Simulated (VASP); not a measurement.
# Tl2Sn2H5 (R-3m) in VASP: further runs

Runs on Tl2Sn2H5. Level: PBE. Tasks: single point, relaxation of cell and atoms.

Everything below comes from runs of VASP 6.6.1. Logs are shortened: lines on timing, memory, paths and dates and some standing lists are left out, and cuts for length are marked.

**1. The cell of the first run**

Symmetry: R-3m, No. 166, trigonal system. The conventional cell has a = 4.678 Å, b = 4.678 Å, c = 25.821 Å, α = 90.00°, β = 90.00°, γ = 120.00°. Tl (site symmetry 3m) has 1 H at 1.83 Å within 2.4 Å. Within 3.7 Å of Sn (site symmetry 3m) lie 3 H at 2.79 Å and 3 Sn at 3.02 Å and 4 Tl at 3.15 to 3.24 Å. H (site symmetry 2/m) has 6 H at 2.34 Å and 4 Tl at 2.97 Å within 3.1 Å. Within 3.7 Å of H (site symmetry -3m) lie 6 Sn at 2.79 Å and 6 Tl at 3.66 Å. Within 2.4 Å of H (site symmetry -3m) lie 2 Tl at 1.83 Å and 6 H at 2.34 Å.

The cell was generated, and may not be a known phase.

**2. Single point, PBE**

INCAR

```
SYSTEM = Tl2Sn2H5
ALGO     = Normal         ! electronic algorithm
EDIFF    = 1E-7           ! SCF threshold, eV
ENCUT    = 520            ! plane-wave cutoff, eV
GGA      = PE             ! functional
ISIF     = 2              ! what is computed and relaxed
ISMEAR   = 0              ! smearing method
LASPH    = .TRUE.         ! aspherical terms in the spheres
LCHARG   = .FALSE.        ! write CHGCAR
LREAL    = .FALSE.        ! projectors in reciprocal space
LWAVE    = .FALSE.        ! write WAVECAR
NBANDS   = 40             ! bands
NELM     = 80             ! most SCF steps
PREC     = Accurate       ! precision mode
SIGMA    = 0.1            ! smearing width, eV
```

KPOINTS

```
k-points
0
G
  3 3 3
  0 0 0
```

POSCAR

```
Tl2Sn2H5
1.0
    2.3390411223      1.3504460216      8.6070613310
   -2.3390411223      1.3504460216      8.6070613310
    0.0000000000     -2.7008920432      8.6070613310
Tl Sn H
2 2 5
Direct
    0.0710113011      0.0710113011      0.0710113011
    0.9289886989      0.9289886989      0.9289886989
    0.1929843403      0.1929843403      0.1929843403
    0.8070156597      0.8070156597      0.8070156597
    0.5000000000      0.5000000000      0.0000000000
    0.0000000000      0.5000000000      0.5000000000
    0.5000000000      0.0000000000      0.5000000000
    0.5000000000      0.5000000000      0.5000000000
    0.0000000000      0.0000000000      0.0000000000
```

Potentials or basis: VASP PAW PBE potentials, release 64 (Tl_d, Sn_d, H).

Command:

```console
> cat potpaw_PBE.64/Tl_d/POTCAR potpaw_PBE.64/Sn_d/POTCAR potpaw_PBE.64/H/POTCAR > POTCAR
> mpirun -np 1 vasp_std > vasp.out
```

OUTCAR:

```text
SYSTEM = Tl2Sn2H5
   EDIFF = 1E-7
   ENCUT = 520
   GGA = PE
   ISIF = 2
   ISMEAR = 0
   LASPH = .TRUE.
   LREAL = .FALSE.
   NELM = 80
   PREC = Accurate

 ion  position               nearest neighbor table
   1  0.071  0.071  0.071-   9 1.83   3 3.15   4 3.24   4 3.24   4 3.24   2 3.67
   2  0.929  0.929  0.929-   9 1.83   4 3.15   3 3.24   3 3.24   3 3.24   1 3.67
   3  0.193  0.193  0.193-   4 3.02   4 3.02   4 3.02   1 3.15   2 3.24   2 3.24   2 3.24
   4  0.807  0.807  0.807-   3 3.02   3 3.02   3 3.02   2 3.15   1 3.24   1 3.24   1 3.24
   5  0.500  0.500  0.000-
   6  0.000  0.500  0.500-
   7  0.500  0.000  0.500-
   8  0.500  0.500  0.500-
   9  0.000  0.000  0.000-   1 1.83   2 1.83

  LATTYP: Found a trigonal (rhomboedric) cell.
 ALAT       =     9.0208825835
 COS(alpha) =     0.8655354974

  Lattice vectors:

 A1 = (   2.3390411223,   1.3504460216,   8.6070613310)
 A2 = (  -2.3390411223,   1.3504460216,   8.6070613310)
 A3 = (   0.0000000000,  -2.7008920432,   8.6070613310)

Analysis of symmetry for initial positions (statically):
=====================================================================
 Subroutine PRICEL returns:
 Original cell was already a primitive cell.

 Routine SETGRP: Setting up the symmetry group for a
 trigonal (rhombohedral) supercell.

 Subroutine GETGRP returns: Found 12 space group operations
 (whereof 12 operations were pure point group operations)
 out of a pool of 12 trial point group operations.

The static configuration has the point symmetry D_3d.

Analysis of symmetry for dynamics (positions and initial velocities):
=====================================================================
 Subroutine PRICEL returns:
 Original cell was already a primitive cell.

 Routine SETGRP: Setting up the symmetry group for a
 trigonal (rhombohedral) supercell.

 Subroutine GETGRP returns: Found 12 space group operations
 (whereof 12 operations were pure point group operations)
 out of a pool of 12 trial point group operations.

The dynamic configuration has the point symmetry D_3d.

 Subroutine INISYM returns: Found 12 space group operations
 (whereof 12 operations are pure point group operations),
 and found     1 'primitive' translations

----------------------------------------------------------------------------------------
[... 93 lines left out ...]
   NFREE  =      0    steps in history (QN), initial steepest desc. (CG)
   ISIF   =      2    stress and relaxation
   ISYM   =      2    0-nonsym 1-usesym 2-fastsym
   POTIM  = 0.5000    time-step for ionic-motion
   TEBEG  =    0.0;   TEEND  =   0.0 temperature during run
   PSTRESS=    0.0 pullay stress
   NELECT =      59.0000    total number of electrons
   NUPDOWN=      -1.0000    fix difference up-down
   EMIN   =  10.00;   EMAX   =-10.00  energy-range for DOS
   EFERMI =   0.00;   METHOD = LEGACY
   ISMEAR =     0;   SIGMA  =   0.10  broadening in eV -4-tet -1-fermi 0-gaus
   EFERMI_NEDOS =   21; number of points for ismear=-14 and -15
   IALGO  =     38    algorithm
   IMIX   =      4    mixing-type and parameters
     AMIX     =   0.40;   BMIX     =  1.00
     AMIX_MAG =   1.60;   BMIX_MAG =  1.00
  volume/ion in A,a.u.               =      18.13       122.31
  Fermi-wavevector in a.u.,A,eV,Ry     =   1.166411  2.204198 18.510938  1.360516
  Thomas-Fermi vector in A             =   2.302925
   LORBIT       =      0    0 simple, 1 ext, 2 COOP (PROOUT), +10 PAW based schemes
   GGA     = PE    functional components
   LHFCALC =     F    Hartree Fock is set to
   AEXX    =    0.0000 exact exchange contribution
   IVDW    =     0    specifies the selected vdW correction
   LEPSILON=     F    determine dielectric tensor
   LRPA    =     F    only Hartree local field effects (RPA)
 non-spin polarized calculation
 Gauss-broadening in eV      SIGMA  =   0.10
  energy-cutoff  :      520.00
  volume of cell :      163.13
 maximum number of plane-waves:      4402
 NGX is ok and might be reduce to    70
   NGX = 33   NGY = 33   NGZ = 33

 number of electron      58.9999995 magnetization

 Free energy of the ion-electron system (eV)
  ---------------------------------------------------
  ext. energy  EPLUGINS =         0.00000000
  ---------------------------------------------------
  free energy    TOTEN  =       -20.74145251 eV

  energy without entropy =      -20.71962065  energy(sigma->0) =      -20.73053658

 E-fermi :   3.7095     XC(G=0):  -9.0827

 val. band max:        3.6766737679   @ k =   0.3333   0.3333   0.0000
 cond. band min:       3.9230637127   @ k =  -0.3333   0.3333   0.3333
 fundamental gap:      0.2463899448
 Fermi energy:         3.7095252519

 k-point     1 :       0.0000    0.0000    0.0000
  band No.  band energies     occupation
      1     -17.5744      2.00000
      2     -17.5744      2.00000
      3     -17.4919      2.00000
      4     -17.4919      2.00000
      5     -17.4796      2.00000
      6     -17.4078      2.00000
[... 247 lines left out ...]
     39       9.6047      0.00000
     40      10.1260      0.00000

------------------------ aborting loop because EDIFF is reached ----------------------------------------

  FORCE on cell =-STRESS in cart. coord.  units (eV):
  Direction    XX          YY          ZZ          XY          YZ          ZX
  --------------------------------------------------------------------------------------
  -------------------------------------------------------------------------------------
  Total       -0.1740788     -0.1740788     -0.2230567      0.0000000      0.0000000      0.0000000
  in kB       -1.7097606     -1.7097606     -2.1908100      0.0000000      0.0000000      0.0000000
  external PRESSURE =      -1.8701104 kB  Pullay stress =       0.0000000 kB

 VOLUME and BASIS-vectors are now :
 -----------------------------------------------------------------------------
  energy-cutoff  :      520.00
  volume of cell :      163.13
      direct lattice vectors                 reciprocal lattice vectors
     2.339041122  1.350446022  8.607061331     0.213762809  0.123416015  0.038727891
    -2.339041122  1.350446022  8.607061331    -0.213762809  0.123416015  0.038727891
     0.000000000 -2.700892043  8.607061331     0.000000000 -0.246832030  0.038727891

 POSITION                                       TOTAL-FORCE (eV/Angst)
 -----------------------------------------------------------------------------------
      0.00000      0.00000      1.83360         0.000000      0.000000      0.008481
      0.00000      0.00000     23.98759         0.000000      0.000000     -0.008481
      0.00000      0.00000      4.98308         0.000000     -0.000000      0.005507
      0.00000      0.00000     20.83810         0.000000      0.000000     -0.005507
      0.00000      1.35045      8.60706        -0.000000     -0.000000      0.000000
     -1.16952     -0.67522      8.60706         0.000000     -0.000000      0.000000
      1.16952     -0.67522      8.60706         0.000000     -0.000000      0.000000
      0.00000      0.00000     12.91059         0.000000     -0.000000      0.000000
      0.00000      0.00000      0.00000         0.000000     -0.000000      0.000000
 -----------------------------------------------------------------------------------
    total drift:                                0.000000      0.000000      0.000000

  FREE ENERGIE OF THE ION-ELECTRON SYSTEM (eV)
  ---------------------------------------------------
  free  energy   TOTEN  =       -20.7414525119 eV

  energy  without entropy=      -20.7196206460  energy(sigma->0) =      -20.73053658
```

OSZICAR:

```text
N       E                     dE             d eps       ncg     rms          rms(c)
DAV:   1     0.490028225312E+03    0.49003E+03   -0.27819E+04   520   0.170E+03
DAV:   2     0.393674131949E+02   -0.45066E+03   -0.43687E+03   480   0.496E+02
DAV:   3    -0.193836780037E+02   -0.58751E+02   -0.57641E+02   584   0.146E+02
DAV:   4    -0.218329441927E+02   -0.24493E+01   -0.24445E+01   552   0.317E+01
DAV:   5    -0.218993327129E+02   -0.66389E-01   -0.66387E-01   664   0.558E+00    0.756E+00
DAV:   6    -0.209797744718E+02    0.91956E+00   -0.63357E+00   536   0.685E+00    0.475E+00
DAV:   7    -0.207571425764E+02    0.22263E+00   -0.12323E+00   552   0.322E+00    0.281E+00
DAV:   8    -0.207409566502E+02    0.16186E-01   -0.21312E-01   544   0.159E+00    0.991E-01
DAV:   9    -0.207416168603E+02   -0.66021E-03   -0.43333E-02   536   0.868E-01    0.217E-01
DAV:  10    -0.207412571444E+02    0.35972E-03   -0.38943E-03   560   0.243E-01    0.119E-01
DAV:  11    -0.207414203466E+02   -0.16320E-03   -0.11296E-03   584   0.106E-01    0.326E-02
DAV:  12    -0.207414376726E+02   -0.17326E-04   -0.20388E-04   536   0.501E-02    0.151E-02
DAV:  13    -0.207414513724E+02   -0.13700E-04   -0.25465E-05   488   0.193E-02    0.526E-03
DAV:  14    -0.207414521391E+02   -0.76668E-06   -0.22112E-06   504   0.623E-03    0.164E-03
DAV:  15    -0.207414524522E+02   -0.31316E-06   -0.65147E-07   408   0.306E-03    0.689E-04
DAV:  16    -0.207414525119E+02   -0.59641E-07   -0.69897E-08   384   0.132E-03
   1 F= -.20741453E+02 E0= -.20730537E+02  d E =-.218319E-01
```

stdout:

```text
POSCAR found type information on POSCAR TlSnH
 POSCAR found :  3 types and       9 ions
 scaLAPACK will be used
 LDA part: xc-table for (Slater+PW92), standard interpolation
 POSCAR, INCAR and KPOINTS ok, starting setup
 FFT: planning ... GRIDC
 FFT: planning ... GRID_SOFT
 FFT: planning ... GRID
 WAVECAR not read
 entering main loop
```

Wall time 1.9 min (1 thread of AMD EPYC 9R45 (Zen 5), shared host); peak memory 0.66 GiB.

Results:

* Free energy: -20.7415 eV
* Pressure: -0.2 GPa
* Largest force: 0.008 eV/Å
* Band gap on the k mesh: zero (an odd number of electrons rules out a gap without spin polarisation)

Forces on the atoms (eV/Å):
```
Tl   0.000  0.000  0.008
Tl   0.000  0.000 -0.008
Sn   0.000  0.000  0.006
Sn   0.000  0.000 -0.006
H    0.000  0.000  0.000
H    0.000  0.000  0.000
H    0.000  0.000  0.000
H    0.000  0.000  0.000
H    0.000  0.000  0.000
```

Caveat: the k points lie up to 0.52 Å⁻¹ apart, too coarse for converged energies and pressures of a metal; spin-orbit coupling is left out, which moves the levels of the heavy elements.

**3. Single point, PBE**

This run uses another cell than the first one, of 40.38 Å³/atom.

INCAR

```
PREC = Accurate ; ENCUT = 520
EDIFF = 1E-7 ; ISMEAR = 0
SIGMA = 0.1 ; LREAL = False
LASPH = True ; NELM = 80
ALGO = Normal ; ISIF = 2
LWAVE = False ; LCHARG = True
GGA = PE ; LELF = True
LVHAR = True ; NBANDS = 40
```

KPOINTS

```
Automatic mesh
0
Gamma
  3 3 3
```

POSCAR

```
Tl2Sn2H5
1.0
    3.6657924500      2.1164462600      7.8066691400
   -3.6657924500      2.1164462600      7.8066691400
    0.0000000000     -4.2328925200      7.8066691400
Tl Sn H
2 2 5
Direct
    0.0603311800      0.0603311800      0.0603311800
    0.9396688200      0.9396688200      0.9396688200
    0.1565542600      0.1565542600      0.1565542600
    0.8434457400      0.8434457400      0.8434457400
    0.5000000000      0.5000000000      0.0000000000
    0.0000000000      0.5000000000      0.5000000000
    0.5000000000      0.0000000000      0.5000000000
    0.5000000000      0.5000000000      0.5000000000
    0.0000000000      0.0000000000      0.0000000000
```

Potentials or basis: VASP PAW PBE potentials, release 64 (Tl_d, Sn_d, H).

Command:

```console
> cat potpaw_PBE.64/Tl_d/POTCAR potpaw_PBE.64/Sn_d/POTCAR potpaw_PBE.64/H/POTCAR > POTCAR
> mpirun -np 1 vasp_std > vasp.out
```

Run time: 2.8 min. Hardware: 1 thread of AMD EPYC 9R45 (Zen 5), shared host; peak memory 0.69 GiB.

The run converged. Its results:

- Free energy: -6.7310 eV
- Pressure: 8.1 GPa
- Largest force: 9.863 eV/Å
- Band gap on the k mesh: zero (an odd number of electrons rules out a gap without spin polarisation)

Forces on the atoms (eV/Å):
```
Tl   0.000  0.000  0.990
Tl   0.000  0.000 -0.990
Sn   0.000  0.000  9.863
Sn   0.000  0.000 -9.863
H    0.000  0.000  0.000
H    0.000  0.000  0.000
H    0.000  0.000  0.000
H    0.000  0.000  0.000
H    0.000  0.000  0.000
```

Stress tensor (GPa, compression positive):
```
-3.67  0.00  0.00
 0.00 -3.67  0.00
 0.00  0.00 31.73
```

Levels at points of the mesh, in eV from the Fermi level:
```tsv
k point	band 26	band 27	band 28	band 29	band 30	band 31	band 32	band 33
(0.00, 0.00, 0.00)	-0.82	-0.53	-0.53	-0.17	-0.17	-0.17	0.04	0.04
```

Caveat: the stress differs along the axes, from -4 to 32 GPa; spin-orbit coupling is left out, which moves the levels of the heavy elements; forces of over 1 eV/Å act on the atoms, so gaps and moduli don't describe the material at rest.

**4. Single point, PBE**

This run uses another cell than the first one, of 14.96 Å³/atom.

INCAR is that of step 3.

KPOINTS

```
Automatic mesh
0
Gamma
  6 6 6
```

POSCAR

```
Tl2Sn2H5
1.0
    1.7138474057      0.9894902610     13.2347836420
   -1.7138474057      0.9894902610     13.2347836420
    0.0000000000     -1.9789805220     13.2347836420
Tl Sn H
2 2 5
Direct
    0.0585834032      0.0585834032      0.0585834032
    0.9414165968      0.9414165968      0.9414165968
    0.2000936403      0.2000936403      0.2000936403
    0.7999063597      0.7999063597      0.7999063597
    0.5000000000      0.5000000000      0.0000000000
    0.0000000000      0.5000000000      0.5000000000
    0.5000000000      0.0000000000      0.5000000000
    0.5000000000      0.5000000000      0.5000000000
    0.0000000000      0.0000000000      0.0000000000
```

Command:

```console
> cat potpaw_PBE.64/Tl_d/POTCAR potpaw_PBE.64/Sn_d/POTCAR potpaw_PBE.64/H/POTCAR > POTCAR
> mpirun -np 1 vasp_std > vasp.out
```

Wall time 33 min (1 thread of AMD EPYC 9R45 (Zen 5), shared host); peak memory 1.7 GiB.

It converged, with:

- Free energy: -22.9753 eV
- Pressure: -0.2 GPa
- Largest force: 0.020 eV/Å
- Band gap on the k mesh: zero (an odd number of electrons rules out a gap without spin polarisation)

Forces in eV/Å, atoms in the order of the input:
```
Tl   0.000  0.000  0.005
Tl   0.000  0.000 -0.005
Sn   0.000  0.000 -0.020
Sn   0.000  0.000  0.020
H    0.000  0.000  0.000
H    0.000  0.000  0.000
H    0.000  0.000  0.000
H    0.000  0.000  0.000
H    0.000  0.000  0.000
```

Stress tensor (GPa, compression positive):
```
-0.11  0.00  0.00
 0.00 -0.11  0.00
 0.00  0.00 -0.32
```

Levels at points of the mesh, in eV from the Fermi level:
| k point | band 25 | band 26 | band 27 | band 28 | band 29 | band 30 | band 31 | band 32 | band 33 | band 34 |
| --- | --- | --- | --- | --- | --- | --- | --- | --- | --- | --- |
| (0.00, 0.00, 0.00) | -7.15 | -3.17 | -0.61 | 2.61 | 3.24 | 3.62 | 3.62 | 4.90 | 4.99 | 5.56 |
| (0.50, 0.00, 0.00) | -5.18 | -3.81 | -3.67 | -2.98 | -1.26 | -1.05 | 0.82 | 1.02 | 1.83 | 1.92 |
| (0.50, 0.50, 0.00) | -4.77 | -4.72 | -3.05 | -2.91 | -1.66 | -0.75 | 0.83 | 0.87 | 1.75 | 1.84 |
| (0.50, 0.50, 0.50) | -5.97 | -3.95 | 1.01 | 1.20 | 3.17 | 3.62 | 3.62 | 3.90 | 5.56 | 5.56 |

Caveat: spin-orbit coupling is left out, which moves the levels of the heavy elements.

[end of part 1 of 2]

The gap in the log of VASP goes by the Fermi energy; the results here count the filled bands.